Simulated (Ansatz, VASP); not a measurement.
## CoO: VASP beside Ansatz

```
Co O
1.0
    -1.50800    1.50800    2.10725
     1.50800   -1.50800    2.10725
     1.50800    1.50800   -2.10725
Co O
1 1
Direct
  0.00000 0.00000 0.00000
  0.50000 0.50000 0.00000
```

Alike in both runs: task single point; functional PBEsol; k mesh 10 × 10 × 10; occupations fermi-dirac, width 0.05 eV; collinear spin; fixed moment 1 μB.

|  | VASP | Ansatz |
| --- | --- | --- |
| version | VASP 6.6.1 | Ansatz 0.2.0 |
| potentials or method | VASP PAW PBE potentials, release 64 (Co, O) | Ansatz PAW |
| plane-wave cutoff (eV) | 520 | 420 |
| valence electrons in the cell | 15 | 23 |

|  | VASP | Ansatz | Ansatz less VASP |
| --- | --- | --- | --- |
| pressure (GPa) | -24.6 | -24.5 | +0.17 |
| traceless stress, the component that is largest in VASP (GPa) | 0.46 | 0.42 | -0.035 |
| net moment per atom (μB) | 0.50 | 0.50 | 0.000 |
| size of the moment on the site where the two differ most (μB) | 0.99 | 0.94 | -0.047 |

VASP's potentials were made for PBE, not for PBEsol. Site moments also hang on the region over which each program counts them. The functional is the same, so the differences come from potentials, cutoffs and numerics. VASP's potentials hold 15 valence electrons a cell and Ansatz's 23, so a difference there can come from the potentials and not from the codes.
